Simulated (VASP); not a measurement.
# SnSe (Cmcm) in VASP: further runs, part 2 of 2

VASP 6.6.1. The steps go on from the part before.

**4. Single point, PBE+D3(BJ) (volume scaled by 1.06, then relaxed in part)**

INCAR reads:

```
SYSTEM = SnSe
PREC = Accurate
ENCUT = 520
EDIFF = 1E-6
ISMEAR = 0
SIGMA = 0.01
LREAL = .False.
LASPH = .True.
NELM = 100
ALGO = Normal
ISIF = 2
LWAVE = .False.
LCHARG = .False.
GGA = PE
IVDW = 12
NBANDS = 28
```

KPOINTS reads:

```
Automatic mesh
0
Gamma
  10 10 8
  0 0 0
```

POSCAR reads:

```
SnSe
1.0
    2.1422922433     -5.9678352293      0.0000000000
    2.1422922433      5.9678352293      0.0000000000
    0.0000000000      0.0000000000      4.2883473861
Sn Se
2 2
Direct
    0.8724673601      0.1275326399      0.2500000000
    0.1275326399      0.8724673601      0.7500000000
    0.6430977125      0.3569022875      0.2500000000
    0.3569022875      0.6430977125      0.7500000000
```

Potentials or basis: VASP PAW PBE potentials, release 64 (Sn_d, Se).

Command:

```sh
$ cat potpaw_PBE.64/Sn_d/POTCAR potpaw_PBE.64/Se/POTCAR > POTCAR
$ mpirun -np 1 vasp_std > vasp.out
```

OUTCAR:

```text
SYSTEM = SnSe
   PREC = Accurate
   ENCUT = 520
   EDIFF = 1E-6
   ISMEAR = 0
   LREAL = .False.
   LASPH = .True.
   NELM = 100
   ISIF = 2
   GGA = PE
   IVDW = 12
 IVDW          = 12

 ion  position               nearest neighbor table
   1  0.872  0.128  0.250-   3 2.74   4 3.04   4 3.04   4 3.04   4 3.04   2 3.72   2 3.72
   2  0.128  0.872  0.750-   4 2.74   3 3.04   3 3.04   3 3.04   3 3.04   1 3.72   1 3.72
   3  0.643  0.357  0.250-   1 2.74   2 3.04   2 3.04   2 3.04   2 3.04
   4  0.357  0.643  0.750-   2 2.74   1 3.04   1 3.04   1 3.04   1 3.04

  LATTYP: Found a base centered orthorhombic cell.
 ALAT       =     4.2845844866
 B/A-ratio  =     2.7857241457
 C/A-ratio  =     1.0008782414

  Lattice vectors:

 A1 = (   2.1422922433,  -5.9678352293,   0.0000000000)
 A2 = (   2.1422922433,   5.9678352293,   0.0000000000)
 A3 = (   0.0000000000,   0.0000000000,   4.2883473861)

Analysis of symmetry for initial positions (statically):
=====================================================================
 Subroutine PRICEL returns:
 Original cell was already a primitive cell.

 Routine SETGRP: Setting up the symmetry group for a
 base centered orthorhombic supercell.

 Subroutine GETGRP returns: Found  8 space group operations
 (whereof  4 operations were pure point group operations)
 out of a pool of  8 trial point group operations.

The static configuration has the point symmetry C_2h.
 The point group associated with its full space group is D_2h.

Analysis of symmetry for dynamics (positions and initial velocities):
=====================================================================
 Subroutine PRICEL returns:
 Original cell was already a primitive cell.

 Routine SETGRP: Setting up the symmetry group for a
 base centered orthorhombic supercell.

 Subroutine GETGRP returns: Found  8 space group operations
 (whereof  4 operations were pure point group operations)
 out of a pool of  8 trial point group operations.

The dynamic configuration has the point symmetry C_2h.
 The point group associated with its full space group is D_2h.

 Subroutine INISYM returns: Found  8 space group operations
 (whereof  4 operations are pure point group operations),
 and found     1 'primitive' translations

----------------------------------------------------------------------------------------

                                     Primitive cell

  volume of cell :     109.6517

  direct lattice vectors                    reciprocal lattice vectors
     2.142292243 -5.967835229  0.000000000     0.233394861 -0.083782474  0.000000000
     2.142292243  5.967835229  0.000000000     0.233394861  0.083782474  0.000000000
     0.000000000  0.000000000  4.288347386     0.000000000  0.000000000  0.233190064

  length of vectors
     6.340699755  6.340699755  4.288347386     0.247977144  0.247977144  0.233190064

  position of ions in fractional coordinates (direct lattice)
     0.872467360  0.127532640  0.250000000
     0.127532640  0.872467360  0.750000000
     0.643097713  0.356902287  0.250000000
     0.356902287  0.643097713  0.750000000

  ion indices of the primitive-cell ions
   primitive index   ion index
                 1           1
                 2           2
                 3           3
                 4           4

----------------------------------------------------------------------------------------

 KPOINTS: Automatic mesh

Automatic generation of k-mesh.
 Grid dimensions read from file:
 generate k-points for:   10   10    8

 Generating k-lattice:

  Cartesian coordinates                     Fractional coordinates (reciprocal lattice)
     0.023339486 -0.008378247  0.000000000     0.100000000  0.000000000  0.000000000
     0.023339486  0.008378247  0.000000000     0.000000000  0.100000000  0.000000000
     0.000000000  0.000000000  0.029148758     0.000000000  0.000000000  0.125000000

  Length of vectors
     0.024797714  0.024797714  0.029148758

  Shift w.r.t. Gamma in fractional coordinates (k-lattice)
     0.000000000  0.000000000  0.000000000

 Subroutine IBZKPT returns following result:
 ===========================================

 Found    155 irreducible k-points:

 Following reciprocal coordinates:
            Coordinates               Weight
  0.000000  0.000000  0.000000      1.000000
  0.100000 -0.000000  0.000000      4.000000
  0.200000 -0.000000  0.000000      4.000000
  0.300000 -0.000000  0.000000      4.000000
  0.400000  0.000000  0.000000      4.000000
  0.500000 -0.000000  0.000000      2.000000
[... 16 lines left out ...]
  0.300000  0.300000  0.000000      2.000000
  0.400000  0.300000  0.000000      4.000000
 [... further k-points ...]
   k-points           NKPTS =    155   k-points in BZ     NKDIM =    155   number of bands    NBANDS=     28
   number of dos      NEDOS =    301   number of ions     NIONS =      4
   total plane-waves  NPLWV =  73728
   dimension x,y,z NGX =    48 NGY =   48 NGZ =   32
   dimension x,y,z NGXF=    96 NGYF=   96 NGZF=   64
   ions per type =               2   2
   NGX,Y,Z   is equivalent  to a cutoff of  12.59, 12.59, 12.41 a.u.
   NGXF,Y,Z  is equivalent  to a cutoff of  25.17, 25.17, 24.81 a.u.
 SYSTEM =  SnSe
   PREC   = accura    normal or accurate (medium, high low for compatibility)
   ISTART =      0    job   : 0-new  1-cont  2-samecut
   ICHARG =      2    charge: 1-file 2-atom 10-const
   ISPIN  =      1    spin polarized calculation?
   LNONCOLLINEAR =      F non collinear calculations
   LSORBIT =      F    spin-orbit coupling
   LASPH  =      T    aspherical Exc in radial PAW
   ENCUT  =  520.0 eV  38.22 Ry    6.18 a.u.  11.79 11.79  7.97*2*pi/ulx,y,z
   NELM   =    100;   NELMIN=  2; NELMDL= -5     # of ELM steps
   EDIFF  = 0.1E-05   stopping-criterion for ELM
   LREAL  =      F    real-space projection
[... 7 lines left out ...]
   TEBEG  =    0.0;   TEEND  =   0.0 temperature during run
   PSTRESS=    0.0 pullay stress
   NELECT =      40.0000    total number of electrons
   NUPDOWN=      -1.0000    fix difference up-down
   EMIN   =  10.00;   EMAX   =-10.00  energy-range for DOS
   EFERMI =   0.00;   METHOD = LEGACY
   ISMEAR =     0;   SIGMA  =   0.01  broadening in eV -4-tet -1-fermi 0-gaus
   EFERMI_NEDOS =   21; number of points for ismear=-14 and -15
   IALGO  =     38    algorithm
   IMIX   =      4    mixing-type and parameters
     AMIX     =   0.40;   BMIX     =  1.00
     AMIX_MAG =   1.60;   BMIX_MAG =  1.00
  volume/ion in A,a.u.               =      27.41       184.99
  Fermi-wavevector in a.u.,A,eV,Ry     =   1.169741  2.210490 18.616766  1.368294
  Thomas-Fermi vector in A             =   2.306209
   LORBIT       =      0    0 simple, 1 ext, 2 COOP (PROOUT), +10 PAW based schemes
   GGA     = PE    functional components
   LHFCALC =     F    Hartree Fock is set to
   AEXX    =    0.0000 exact exchange contribution
   IVDW    =    12    specifies the selected vdW correction
   LEPSILON=     F    determine dielectric tensor
   LRPA    =     F    only Hartree local field effects (RPA)
 non-spin polarized calculation
 Gauss-broadening in eV      SIGMA  =   0.01
  energy-cutoff  :      520.00
  volume of cell :      109.65
 maximum number of plane-waves:      2982
   NGX = 23   NGY = 23   NGZ = 15

 number of electron      40.0000012 magnetization

 Free energy of the ion-electron system (eV)
  ---------------------------------------------------
  ext. energy  EPLUGINS =         0.00000000
  ---------------------------------------------------
  free energy    TOTEN  =       -16.39388541 eV

  energy without entropy =      -16.39388541  energy(sigma->0) =      -16.39388541

 E-fermi :   5.3096     XC(G=0):  -9.5887

 val. band max:        5.1897145658   @ k =  -0.4000   0.4000   0.3750
 cond. band min:       5.5734868849   @ k =   0.5000   0.5000   0.0000
 fundamental gap:      0.3837723191
 Fermi energy:         5.3096294766

 k-point     1 :       0.0000    0.0000    0.0000
  band No.  band energies     occupation
      1     -16.2094      2.00000
      2     -16.2075      2.00000
      3     -16.1976      2.00000
      4     -16.1967      2.00000
      5     -16.1801      2.00000
      6     -16.1768      2.00000
[... 20 lines left out ...]
     27      10.4281      0.00000
[... 691 lines left out ...]
      6     -16.1675      2.00000
[... 20 lines left out ...]
     27      11.1185      0.00000
     28      12.6605      0.00000

 [... further k-points ...]

------------------------ aborting loop because EDIFF is reached ----------------------------------------

 Edisp (eV)   -1.40962

 E8    (eV) :    -0.6361

  FORCE on cell =-STRESS in cart. coord.  units (eV):
  Direction    XX          YY          ZZ          XY          YZ          ZX
  --------------------------------------------------------------------------------------
  -------------------------------------------------------------------------------------
  Total      -1.19619    -1.20417    -1.19872     0.00000    -0.00000     0.00000
  in kB     -17.47808   -17.59481   -17.51510     0.00000    -0.00000     0.00000
  external pressure =      -17.53 kB  Pullay stress =        0.00 kB

 VOLUME and BASIS-vectors are now :
 -----------------------------------------------------------------------------
  energy-cutoff  :      520.00
  volume of cell :      109.65
      direct lattice vectors                 reciprocal lattice vectors
     2.142292243 -5.967835229  0.000000000     0.233394861 -0.083782474  0.000000000
     2.142292243  5.967835229  0.000000000     0.233394861  0.083782474  0.000000000
     0.000000000  0.000000000  4.288347386     0.000000000  0.000000000  0.233190064

 POSITION                                       TOTAL-FORCE (eV/Angst)
 -----------------------------------------------------------------------------------
      2.14229     -4.44565      1.07209         0.000000     -0.007191     -0.000000
      2.14229      4.44565      3.21626         0.000000      0.007191     -0.000000
      2.14229     -1.70797      1.07209         0.000000      0.004836     -0.000000
      2.14229      1.70797      3.21626         0.000000     -0.004836      0.000000
 -----------------------------------------------------------------------------------
    total drift:                                0.000000      0.000000     -0.000000

  FREE ENERGIE OF THE ION-ELECTRON SYSTEM (eV)
  ---------------------------------------------------
  free  energy   TOTEN  =       -17.8035067929 eV

  energy  without entropy=      -17.8035067929  energy(sigma->0) =      -17.80350679
```

OSZICAR:

```text
N       E                     dE             d eps       ncg     rms          rms(c)
DAV:   1     0.362434902661E+03    0.36243E+03   -0.19345E+04  8924   0.181E+03
DAV:   2     0.331074732649E+02   -0.32933E+03   -0.32015E+03  8800   0.472E+02
DAV:   3    -0.145579001003E+02   -0.47665E+02   -0.46603E+02 10604   0.154E+02
DAV:   4    -0.167624136790E+02   -0.22045E+01   -0.21942E+01 10076   0.344E+01
DAV:   5    -0.168153365436E+02   -0.52923E-01   -0.52912E-01 10796   0.593E+00    0.434E+00
DAV:   6    -0.163964583098E+02    0.41888E+00   -0.92532E-01 11820   0.523E+00    0.265E+00
DAV:   7    -0.163924559425E+02    0.40024E-02   -0.23494E-01 10788   0.206E+00    0.127E+00
DAV:   8    -0.163939248664E+02   -0.14689E-02   -0.22768E-02  9684   0.110E+00    0.203E-01
DAV:   9    -0.163937621380E+02    0.16273E-03   -0.35668E-03 10416   0.426E-01    0.806E-02
DAV:  10    -0.163938641118E+02   -0.10197E-03   -0.46503E-04  9716   0.112E-01    0.412E-02
DAV:  11    -0.163938863359E+02   -0.22224E-04   -0.83538E-05 10836   0.581E-02    0.833E-03
DAV:  12    -0.163938854119E+02    0.92402E-06   -0.99295E-06  8692   0.173E-02
   1 F= -.17803507E+02 E0= -.17803507E+02  d E =-.100149E-66
```

stdout:

```text
POSCAR found type information on POSCAR SnSe
 POSCAR found :  2 types and       4 ions
 scaLAPACK will be used
 LDA part: xc-table for (Slater+PW92), standard interpolation
 POSCAR, INCAR and KPOINTS ok, starting setup
 FFT: planning ... GRIDC
 FFT: planning ... GRID_SOFT
 FFT: planning ... GRID
 WAVECAR not read
 entering main loop
```

Wall time 10 min (1 thread of Oxide Virtual Turin-like, shared host); peak memory 0.52 GiB.

Results:

```
Free energy                : -17.8035 eV
Pressure                   : -1.8 GPa
Largest force              : 0.007 eV/Å
Band gap on the k mesh     : 0.38 eV, indirect (least direct gap 0.59 eV)
Dispersion energy per atom : -0.352 eV
```

Forces in eV/Å, atoms in the order of the input:
```
Sn   0.000 -0.007  0.000
Sn   0.000  0.007  0.000
Se   0.000  0.005  0.000
Se   0.000 -0.005  0.000
```

Caveat: spin-orbit coupling is left out, which moves the levels of the heavy elements. A k mesh can miss the band edges.

**5. Overview**

| cell | gap on the mesh (eV) | pressure (GPa) | largest force (eV/Å) |
| --- | --- | --- | --- |
| a = 6.250, b = 6.250, c = 4.257 Å, angles 90.0, 90.0, 140.2°, 4 atoms | 0.35 | -1.0 | 0.01 |
| a = 6.237, b = 6.237, c = 4.318 Å, angles 90.0, 90.0, 139.6°, 4 atoms | 0.53 | -1.9 | 0.01 |
| a = 6.341, b = 6.341, c = 4.288 Å, angles 90.0, 90.0, 140.5°, 4 atoms | 0.38 | -1.8 | 0.01 |

Alike in all rows: task single point; level PBE+D3(BJ); potentials or basis VASP PAW PBE potentials, release 64 (Sn_d, Se); no spin polarisation; k mesh 10 × 10 × 8; cutoff (eV) 520; smearing gaussian 0.01 eV.

Caveats: spin-orbit coupling is left out, which moves the levels of the heavy elements.

Absolute energies hang on the potentials; compare differences alone.
